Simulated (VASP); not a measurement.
# Si (Immm) in VASP: further runs, part 2 of 2

VASP 6.6.1.

## 4. Relaxation of cell and atoms, PBE

This run uses another cell than the first one, of 23.70 Å³/atom.

INCAR reads:

```
SYSTEM = Si
PREC = Accurate
ENCUT = 600
EDIFF = 1E-7
ISMEAR = 0
SIGMA = 0.1
LREAL = .False.
LASPH = .True.
NELM = 100
ALGO = Normal
ISIF = 3
LWAVE = .False.
LCHARG = .False.
GGA = PE
IBRION = 2
NSW = 90
EDIFFG = -0.04
```

KPOINTS reads:

```
Automatic mesh
0
Gamma
  8 8 8
  0 0 0
```

POSCAR reads:

```
Si
1.0
   -1.4397806500      1.7349789700      2.3714939100
    1.4397806500     -1.7349789700      2.3714939100
    1.4397806500      1.7349789700     -2.3714939100
Si
1
Direct
    0.0000000000      0.0000000000      0.0000000000
```

Potentials or basis: VASP PAW PBE potentials, release 64 (Si).

Run with:

```bash
$ cat potpaw_PBE.64/Si/POTCAR > POTCAR
$ mpirun -np 1 vasp_std > vasp.out
```

OUTCAR:

```text
SYSTEM = Si
   PREC = Accurate
   ENCUT = 600
   EDIFF = 1E-7
   ISMEAR = 0
   LREAL = .False.
   LASPH = .True.
   NELM = 100
   ISIF = 3
   GGA = PE
   IBRION = 2
   NSW = 90
   EDIFFG = -0.04

 ion  position               nearest neighbor table
   1  0.000  0.000  0.000-

  LATTYP: Found a body centered orthorhombic cell.
 ALAT       =     2.8795613000
 B/A-ratio  =     1.2050300648
 C/A-ratio  =     1.6471216709

  Lattice vectors:

 A1 = (  -1.4397806500,   1.7349789700,   2.3714939100)
 A2 = (   1.4397806500,  -1.7349789700,   2.3714939100)
 A3 = (   1.4397806500,   1.7349789700,  -2.3714939100)

Analysis of symmetry for initial positions (statically):
=====================================================================
 Subroutine PRICEL returns:
[... 177 lines left out ...]
 fundamental gap:      0.0404847495
 Fermi energy:         4.7825154746
[... 539 lines left out ...]
  FREE ENERGIE OF THE ION-ELECTRON SYSTEM (eV)
  ---------------------------------------------------
  free  energy   TOTEN  =        -4.8684916184 eV

  energy  without entropy=       -4.8664760906  energy(sigma->0) =       -4.86748385

[... ionic steps 4 to 7 ...]

--------------------------------------- Ionic step        8  -------------------------------------------

 number of electron       4.0000000 magnetization

------------------------ aborting loop because EDIFF is reached ----------------------------------------
[... 65 lines left out ...]
--------------------------------------- Ionic step       10  -------------------------------------------

 number of electron       4.0000000 magnetization

 Free energy of the ion-electron system (eV)
  ---------------------------------------------------
  ext. energy  EPLUGINS =         0.00000000
  ---------------------------------------------------
  free energy    TOTEN  =        -4.90364760 eV

  energy without entropy =       -4.90143385  energy(sigma->0) =       -4.90254073

 E-fermi :  10.3013     XC(G=0): -11.1697

 val. band max:       10.2841159444   @ k =   0.5000   0.2500   0.1250
 cond. band min:      10.3533401708   @ k =   0.3750  -0.3750   0.1250
 fundamental gap:      0.0692242264
 Fermi energy:        10.3013388070
[... 244 lines left out ...]
  FREE ENERGIE OF THE ION-ELECTRON SYSTEM (eV)
  ---------------------------------------------------
  free  energy   TOTEN  =        -4.9036476026 eV

  energy  without entropy=       -4.9014338493  energy(sigma->0) =       -4.90254073

 reached required accuracy - stopping structural energy minimisation
```

OSZICAR:

```text
N       E                     dE             d eps       ncg     rms          rms(c)
DAV:   1    -0.321903927654E+00   -0.32190E+00   -0.16630E+03  1164   0.533E+02
DAV:   2    -0.421679525443E+01   -0.38949E+01   -0.36042E+01  1608   0.402E+01
DAV:   3    -0.426894780086E+01   -0.52153E-01   -0.52091E-01  1410   0.487E+00
[... 75 lines left out ...]
   9 F= -.49035196E+01 E0= -.49023759E+01  d E =-.732426E-04
       N       E                     dE             d eps       ncg     rms          rms(c)
DAV:   1    -0.490367541229E+01   -0.15593E-03   -0.26613E-03  1380   0.293E-01    0.313E-02
DAV:   2    -0.490365700232E+01    0.18410E-04   -0.41230E-05  1356   0.531E-02    0.179E-02
DAV:   3    -0.490364755047E+01    0.94519E-05   -0.20533E-05  1434   0.246E-02    0.181E-03
DAV:   4    -0.490364760257E+01   -0.52097E-07   -0.70862E-07  1254   0.745E-03
  10 F= -.49036476E+01 E0= -.49025407E+01  d E =-.201264E-03
```

It took 86 s on 1 thread of Intel Xeon Platinum 8488C (Sapphire Rapids), shared host; peak memory 0.16 GiB.

Results:

* Free energy: -4.9036 eV
* Relaxed volume: 14.54 Å³/atom
* Relaxed cell: a = 2.725 Å, b = 2.725 Å, c = 2.725 Å, α = 122.19°, β = 114.94°, γ = 92.62°
* Space group after relaxing (to 0.1 Å): Immm (No. 71)
* Energy gained by relaxing: 648.7 meV/atom
* Ionic steps: 10
* Pressure after relaxing: -0.2 GPa
* Band gap on the k mesh: zero (bands 2 and 3 overlap by 12.79 eV)

Step by step:
| step | energy change (eV) | largest force (eV/Å) | pressure (GPa) | volume (Å³) |
| --- | --- | --- | --- | --- |
| 1 | 0.0000 | 0.0000 | -13.92 | 23.70 |
| 2 | -0.5116 | 0.0000 | -9.56 | 17.31 |
| 3 | -0.6135 | 0.0000 | 0.83 | 14.55 |
| 4 | -0.6451 | 0.0000 | 1.60 | 14.24 |
| 5 | -0.6454 | 0.0000 | 1.54 | 14.28 |
| 6 | -0.6455 | 0.0000 | 1.56 | 14.27 |
| 7 | -0.6485 | 0.0000 | -0.33 | 14.57 |
| 8 | -0.6485 | 0.0000 | -0.30 | 14.56 |
| 9 | -0.6485 | 0.0000 | -0.05 | 14.52 |
| 10 | -0.6487 | 0.0000 | -0.16 | 14.54 |

Final structure:
```yaml
crystal:
  lattice:
    - [-1.31732, 1.46562, 1.88259]
    - [1.31732, -1.46562, 1.88259]
    - [1.31732, 1.46562, -1.88259]
  atoms:
    - { symbol: Si, position: [0.00000, 0.00000, 0.00000] }
```

Caveat: the volume moved by over 15 % at a fixed basis, so the end points are rough.

## 5. Summary

| task | cell | cutoff (eV) | gap on the mesh (eV) | pressure (GPa) |
| --- | --- | --- | --- | --- |
| single point | a = 2.724 Å, angles 122.2, 115.0, 92.6°, 1 atom | 520 | none | -0.1 |
| single point | a = 3.272 Å, angles 127.8, 116.0, 87.1°, 1 atom | 520 | none | -13.9 |
| relaxation of cell and atoms | relaxed from a = 3.272 Å, angles 127.8, 116.0, 87.1°, 1 atom | 600 | none | -0.2 |

Alike in all rows: level PBE; potentials or basis VASP PAW PBE potentials, release 64 (Si); no spin polarisation; k mesh 8 × 8 × 8; smearing gaussian 0.1 eV.

Caveats: some runs use coarse meshes; the cell stands under tension (at least some runs); the volume moved by over 15 % at a fixed basis, so the end points are rough (at least some runs).

Total energies depend on the potentials used, so only differences within one code and one set of settings carry meaning.

The gap in the log of VASP goes by the Fermi energy; the results here count the filled bands.